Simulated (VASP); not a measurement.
# Ge4S in VASP: further runs

The runs below take Ge4S through single point, with PBE.

Everything below comes from runs of VASP 6.6.1. Logs are shortened: lines on timing, memory, paths and dates and some standing lists are left out, and cuts for length are marked.

### Step 1. The cell of the first run

The cell holds a slab with vacuum, 5 atoms: a = 4.074 Å, b = 4.074 Å, c = 19.856 Å, α = 90.00°, β = 90.00°, γ = 90.00°.

### Step 2. Single point, PBE

INCAR

```
SYSTEM = Ge4S
ALGO = Normal ; DIPOL = 0.5 0.5 0.353
EDIFF = 1E-6 ; ENCUT = 520
GGA = PE ; IDIPOL = 3
ISIF = 2 ; ISMEAR = 0
LASPH = .True. ; LCHARG = .False.
LDIPOL = .True. ; LREAL = .False.
LWAVE = .False. ; NBANDS = 39
NELM = 80 ; PREC = Accurate
SIGMA = 0.1
```

KPOINTS

```
k-points
0
Gamma
  7 7 1
  0 0 0
```

POSCAR

```
Ge4S
1.0
    4.0740542171      0.0000000000      0.0000000000
    0.0000000000      4.0740542171      0.0000000000
    0.0000000000      0.0000000000     19.8557569412
Ge S
4 1
Direct
    0.0000000000      0.5000000000      0.2014529092
    0.0000000000      0.0000000000      0.2739958843
    0.5000000000      0.0000000000      0.3493666172
    0.5000000000      0.5000000000      0.4208228861
    0.5000000000      0.6250000000      0.5213106098
```

Potentials or basis: VASP PAW PBE potentials, release 64 (Ge_d, S).

Started as:

```console
$ cat potpaw_PBE.64/Ge_d/POTCAR potpaw_PBE.64/S/POTCAR > POTCAR
$ mpirun -np 1 vasp_std > vasp.out
```

OUTCAR:

```text
SYSTEM = Ge4S
   EDIFF = 1E-6
   ENCUT = 520
   GGA = PE
   ISIF = 2
   ISMEAR = 0
   LASPH = .True.
   LREAL = .False.
   NELM = 80
   PREC = Accurate

 ion  position               nearest neighbor table
   1  0.000  0.500  0.201-   2 2.49   2 2.49
   2  0.000  0.000  0.274-   1 2.49   1 2.49   3 2.53   3 2.53
   3  0.500  0.000  0.349-   4 2.48   4 2.48   2 2.53   2 2.53
   4  0.500  0.500  0.421-   5 2.06   3 2.48   3 2.48
   5  0.500  0.625  0.521-   4 2.06

  LATTYP: Found a simple tetragonal cell.
 ALAT       =     4.0740542171
 C/A-ratio  =     4.8737095490

  Lattice vectors:

 A1 = (   4.0740542171,   0.0000000000,   0.0000000000)
 A2 = (   0.0000000000,   4.0740542171,   0.0000000000)
 A3 = (   0.0000000000,   0.0000000000,  19.8557569412)

Analysis of symmetry for initial positions (statically):
=====================================================================
 Subroutine PRICEL returns:
 Original cell was already a primitive cell.

 Routine SETGRP: Setting up the symmetry group for a
 simple tetragonal supercell.

 Subroutine GETGRP returns: Found  2 space group operations
 (whereof  2 operations were pure point group operations)
 out of a pool of 16 trial point group operations.

The static configuration has the point symmetry C_1h.

Analysis of symmetry for dynamics (positions and initial velocities):
=====================================================================
 Subroutine PRICEL returns:
 Original cell was already a primitive cell.

 Routine SETGRP: Setting up the symmetry group for a
 simple tetragonal supercell.

 Subroutine GETGRP returns: Found  2 space group operations
 (whereof  2 operations were pure point group operations)
 out of a pool of 16 trial point group operations.

The dynamic configuration has the point symmetry C_1h.

 Subroutine INISYM returns: Found  2 space group operations
 (whereof  2 operations are pure point group operations),
 and found     1 'primitive' translations

----------------------------------------------------------------------------------------

                                     Primitive cell

  volume of cell :     329.5642

  direct lattice vectors                    reciprocal lattice vectors
     4.074054217  0.000000000  0.000000000     0.245455742  0.000000000  0.000000000
     0.000000000  4.074054217  0.000000000     0.000000000  0.245455742  0.000000000
     0.000000000  0.000000000 19.855756941     0.000000000  0.000000000  0.050363227

  length of vectors
     4.074054217  4.074054217 19.855756941     0.245455742  0.245455742  0.050363227

  position of ions in fractional coordinates (direct lattice)
     0.000000000  0.500000000  0.201452909
     0.000000000  0.000000000  0.273995884
     0.500000000  0.000000000  0.349366617
     0.500000000  0.500000000  0.420822886
     0.500000000  0.625000000  0.521310610

  ion indices of the primitive-cell ions
   primitive index   ion index
                 1           1
                 2           2
                 3           3
                 4           4
                 5           5

----------------------------------------------------------------------------------------

 KPOINTS: k-points

Automatic generation of k-mesh.
 Grid dimensions read from file:
 generate k-points for:    7    7    1

 Generating k-lattice:

  Cartesian coordinates                     Fractional coordinates (reciprocal lattice)
     0.035065106  0.000000000  0.000000000     0.142857143  0.000000000  0.000000000
     0.000000000  0.035065106  0.000000000     0.000000000  0.142857143  0.000000000
     0.000000000  0.000000000  0.050363227     0.000000000  0.000000000  1.000000000

  Length of vectors
     0.035065106  0.035065106  0.050363227

  Shift w.r.t. Gamma in fractional coordinates (k-lattice)
     0.000000000  0.000000000  0.000000000

 Subroutine IBZKPT returns following result:
 ===========================================

 Found     16 irreducible k-points:

 Following reciprocal coordinates:
            Coordinates               Weight
  0.000000  0.000000  0.000000      1.000000
  0.142857  0.000000  0.000000      2.000000
  0.000000  0.142857  0.000000      2.000000
  0.285714  0.000000  0.000000      2.000000
  0.000000  0.285714  0.000000      2.000000
  0.428571  0.000000  0.000000      2.000000
[... 8 lines left out ...]
 -0.285714  0.428571  0.000000      4.000000
  0.428571  0.428571  0.000000      4.000000
   k-points           NKPTS =     16   k-points in BZ     NKDIM =     16   number of bands    NBANDS=     39
   number of dos      NEDOS =    301   number of ions     NIONS =      5
   total plane-waves  NPLWV = 135000
   dimension x,y,z NGX =    30 NGY =   30 NGZ =  150
   dimension x,y,z NGXF=    60 NGYF=   60 NGZF=  300
   ions per type =               4   1
   NGX,Y,Z   is equivalent  to a cutoff of  12.24, 12.24, 12.56 a.u.
   NGXF,Y,Z  is equivalent  to a cutoff of  24.48, 24.48, 25.12 a.u.
 SYSTEM =  Ge4S
   PREC   = accura    normal or accurate (medium, high low for compatibility)
   ISTART =      0    job   : 0-new  1-cont  2-samecut
   ICHARG =      2    charge: 1-file 2-atom 10-const
   ISPIN  =      1    spin polarized calculation?
   LNONCOLLINEAR =      F non collinear calculations
   LSORBIT =      F    spin-orbit coupling
   LASPH  =      T    aspherical Exc in radial PAW
   ENCUT  =  520.0 eV  38.22 Ry    6.18 a.u.   7.58  7.58 36.92*2*pi/ulx,y,z
   NELM   =     80;   NELMIN=  2; NELMDL= -5     # of ELM steps
   EDIFF  = 0.1E-05   stopping-criterion for ELM
   LREAL  =      F    real-space projection
   EDIFFG = 0.1E-04   stopping-criterion for IOM
   NSW    =      0    number of steps for IOM
   IBRION =     -1    ionic relax: 0-MD 1-quasi-New 2-CG
   NFREE  =      0    steps in history (QN), initial steepest desc. (CG)
   ISIF   =      2    stress and relaxation
   ISYM   =      2    0-nonsym 1-usesym 2-fastsym
   POTIM  = 0.5000    time-step for ionic-motion
   TEBEG  =    0.0;   TEEND  =   0.0 temperature during run
   PSTRESS=    0.0 pullay stress
   NELECT =      62.0000    total number of electrons
   NUPDOWN=      -1.0000    fix difference up-down
   EMIN   =  10.00;   EMAX   =-10.00  energy-range for DOS
   EFERMI =   0.00;   METHOD = LEGACY
   ISMEAR =     0;   SIGMA  =   0.10  broadening in eV -4-tet -1-fermi 0-gaus
   EFERMI_NEDOS =   21; number of points for ismear=-14 and -15
   IALGO  =     38    algorithm
   IMIX   =      4    mixing-type and parameters
     AMIX     =   0.40;   BMIX     =  1.00
     AMIX_MAG =   1.60;   BMIX_MAG =  1.00
  volume/ion in A,a.u.               =      65.91       444.80
  Fermi-wavevector in a.u.,A,eV,Ry     =   0.938049  1.772655 11.972247  0.879935
  Thomas-Fermi vector in A             =   2.065221
   LORBIT       =      0    0 simple, 1 ext, 2 COOP (PROOUT), +10 PAW based schemes
   GGA     = PE    functional components
   LHFCALC =     F    Hartree Fock is set to
   AEXX    =    0.0000 exact exchange contribution
   IVDW    =     0    specifies the selected vdW correction
   LEPSILON=     F    determine dielectric tensor
   LRPA    =     F    only Hartree local field effects (RPA)
 non-spin polarized calculation
 Gauss-broadening in eV      SIGMA  =   0.10
  energy-cutoff  :      520.00
  volume of cell :      329.56
 maximum number of plane-waves:      8917
   NGX = 15   NGY = 15   NGZ = 73

 dipolmoment           0.000000      0.000000     -0.050039 electrons x Angstroem

 number of electron      61.9999944 magnetization

 dipolmoment           0.000000      0.000000      0.099865 electrons x Angstroem

 Free energy of the ion-electron system (eV)
  ---------------------------------------------------
  ext. energy  EPLUGINS =         0.00000000
  ---------------------------------------------------
  free energy    TOTEN  =       -20.00678053 eV

  energy without entropy =      -19.98863707  energy(sigma->0) =      -19.99770880

 E-fermi :  -2.0923     XC(G=0):  -4.3177

 val. band max:       -2.1238354880   @ k =   0.4286   0.0000   0.0000
 cond. band min:      -2.0636267117   @ k =   0.0000   0.0000   0.0000
 fundamental gap:      0.0602087763
 Fermi energy:        -2.0923334163

 k-point     1 :       0.0000    0.0000    0.0000
  band No.  band energies     occupation
      1     -26.8539      2.00000
      2     -26.8039      2.00000
      3     -26.7933      2.00000
      4     -26.7436      2.00000
      5     -26.7323      2.00000
      6     -26.5875      2.00000
[... 31 lines left out ...]
     38       2.6155      0.00000
     39       2.6844      0.00000

 k-point     2 :       0.1429    0.0000    0.0000
  band No.  band energies     occupation
      1     -26.8533      2.00000
      2     -26.8041      2.00000
      3     -26.7933      2.00000
      4     -26.7438      2.00000
      5     -26.7322      2.00000
      6     -26.5895      2.00000
[... 31 lines left out ...]
     38       2.7505      0.00000
     39       2.9296      0.00000

 k-point     3 :       0.0000    0.1429    0.0000
  band No.  band energies     occupation
      1     -26.8555      2.00000
      2     -26.8037      2.00000
      3     -26.7957      2.00000
      4     -26.7447      2.00000
      5     -26.7240      2.00000
      6     -26.5915      2.00000
[... 31 lines left out ...]
     38       2.5825      0.00000
     39       3.0057      0.00000

 k-point     4 :       0.2857    0.0000    0.0000
  band No.  band energies     occupation
      1     -26.8522      2.00000
      2     -26.8045      2.00000
      3     -26.7934      2.00000
      4     -26.7442      2.00000
      5     -26.7319      2.00000
      6     -26.5905      2.00000
[... 31 lines left out ...]
     38       3.0448      0.00000
     39       3.6642      0.00000
[... 418 lines left out ...]
     38       3.6469      0.00000
     39       4.0881      0.00000

 k-point    15 :      -0.2857    0.4286    0.0000
  band No.  band energies     occupation
      1     -26.8614      2.00000
      2     -26.8034      2.00000
      3     -26.7821      2.00000
      4     -26.7500      2.00000
      5     -26.7306      2.00000
      6     -26.5771      2.00000
[... 31 lines left out ...]
     38       3.9679      0.00000
     39       4.4701      0.00000

 k-point    16 :       0.4286    0.4286    0.0000
  band No.  band energies     occupation
      1     -26.8606      2.00000
      2     -26.8037      2.00000
      3     -26.7823      2.00000
      4     -26.7504      2.00000
      5     -26.7307      2.00000
      6     -26.5702      2.00000
[... 31 lines left out ...]
     38       3.8324      0.00000
     39       4.1440      0.00000

------------------------ aborting loop because EDIFF is reached ----------------------------------------

 vacuum level on the upper side and lower side of the slab       (xc-potential included)         0.374        -0.646

  FORCE on cell =-STRESS in cart. coord.  units (eV):
  Direction    XX          YY          ZZ          XY          YZ          ZX
  --------------------------------------------------------------------------------------
  -------------------------------------------------------------------------------------
  Total       -1.1299621      0.4265884      0.5339466      0.0000000     -0.6433997      0.0000000
  in kB       -5.4933138      2.0738608      2.5957827      0.0000000     -3.1278893      0.0000000
  external PRESSURE =      -0.2745567 kB  Pullay stress =       0.0000000 kB

 VOLUME and BASIS-vectors are now :
 -----------------------------------------------------------------------------
  energy-cutoff  :      520.00
  volume of cell :      329.56
      direct lattice vectors                 reciprocal lattice vectors
     4.074054217  0.000000000  0.000000000     0.245455742  0.000000000  0.000000000
     0.000000000  4.074054217  0.000000000     0.000000000  0.245455742  0.000000000
     0.000000000  0.000000000 19.855756941     0.000000000  0.000000000  0.050363227

 POSITION                                       TOTAL-FORCE (eV/Angst)
 -----------------------------------------------------------------------------------
      0.00000      2.03703      4.00000         0.000000      0.022055     -0.239594
      0.00000      0.00000      5.44040         0.000000      0.069142      0.339293
      2.03703      0.00000      6.93694         0.000000     -0.099683     -0.473840
      2.03703      2.03703      8.35576         0.000000      0.252617      0.453542
      2.03703      2.54628     10.35102         0.000000     -0.244132     -0.079400
 -----------------------------------------------------------------------------------
    total drift:                                0.000000      0.000017      0.002617

  FREE ENERGIE OF THE ION-ELECTRON SYSTEM (eV)
  ---------------------------------------------------
  free  energy   TOTEN  =       -20.0067805283 eV

  energy  without entropy=      -19.9886370744  energy(sigma->0) =      -19.99770880

 vacuum level on the upper side and lower side of the slab         3.802         2.779
```

Wall time 5.5 min (1 thread of Intel Xeon Platinum 8259CL at 2.50GHz (Skylake/Cascade Lake), shared host); peak memory 0.45 GiB.

What came out:

```yaml
Free_energy: -20.0068 eV
Largest_force: 0.519 eV/Å
Band_gap_on_the_k_mesh: zero (band 31 reaches -2.03 eV, above the bottom of band 32 at -2.38 eV)
```

Forces on the atoms (eV/Å):
```
Ge   0.000  0.022 -0.240
Ge   0.000  0.069  0.339
Ge   0.000 -0.100 -0.474
Ge   0.000  0.253  0.454
S    0.000 -0.244 -0.079
```

Levels at points of the mesh, in eV from the Fermi level:
```tsv
k point	band 28	band 29	band 30	band 31	band 32	band 33	band 34	band 35
(0.00, 0.00, 0.00)	-1.09	-0.96	-0.95	0.03	1.44	1.49	1.70	1.91
```

### Step 3. Single point, PBE

INCAR

```
PREC     = Accurate       # precision mode
ENCUT    = 520            # plane-wave cutoff, eV
EDIFF    = 1E-6           # SCF threshold, eV
ISMEAR   = 0              # smearing method
SIGMA    = 0.1            # smearing width, eV
LREAL    = False          # projectors in reciprocal space
LASPH    = True           # aspherical terms in the spheres
NELM     = 80             # most SCF steps
ALGO     = Normal         # electronic algorithm
ISIF     = 2              # what is computed and relaxed
LWAVE    = False          # write WAVECAR
LCHARG   = True           # write CHGCAR
LDIPOL   = True         
IDIPOL   = 3            
DIPOL    = 0.5 0.5 0.353
GGA      = PE             # functional
LELF     = True           # ELF
LVHAR    = True         
LVACPOTAV= True         
NBANDS   = 39             # bands
```

KPOINTS

```
regular mesh
0
Gamma
  7 7 1
```

POSCAR, as its differences from that of step 2:

```diff
@@ -12,2 +12,2 @@
     0.5000000000      0.5000000000      0.4208228861
-    0.5000000000      0.6250000000      0.5213106098
+    0.6250000000      0.5000000000      0.5213106098
```

Potentials or basis: VASP PAW PBE potentials, release 64 (Ge_d, S).

Started as:

```console
$ cat potpaw_PBE.64/Ge_d/POTCAR potpaw_PBE.64/S/POTCAR > POTCAR
$ mpirun -np 1 vasp_std > vasp.out
```

It took 5.7 min on 1 thread of Intel Xeon Platinum 8259CL at 2.50GHz (Skylake/Cascade Lake), shared host; peak memory 0.45 GiB.

The run converged. Its results:

| Item | Value |
| --- | --- |
| Free energy | -20.0753 eV |
| Largest force | 0.525 eV/Å |
| Band gap on the k mesh | zero (band 31 reaches -2.00 eV, above the bottom of band 32 at -2.40 eV) |

Forces in eV/Å, atoms in the order of the input:
```
Ge  -0.011  0.000 -0.301
Ge   0.052  0.000  0.425
Ge  -0.190  0.000 -0.490
Ge   0.132  0.000  0.465
S    0.016  0.000 -0.099
```

Levels at points of the mesh, in eV from the Fermi level:
```csv
k point,band 29,band 30,band 31,band 32,band 33,band 34
"(0.00, 0.00, 0.00)",-1.00,-0.97,0.10,1.28,1.56,1.67
```

[end of part 1 of 3]
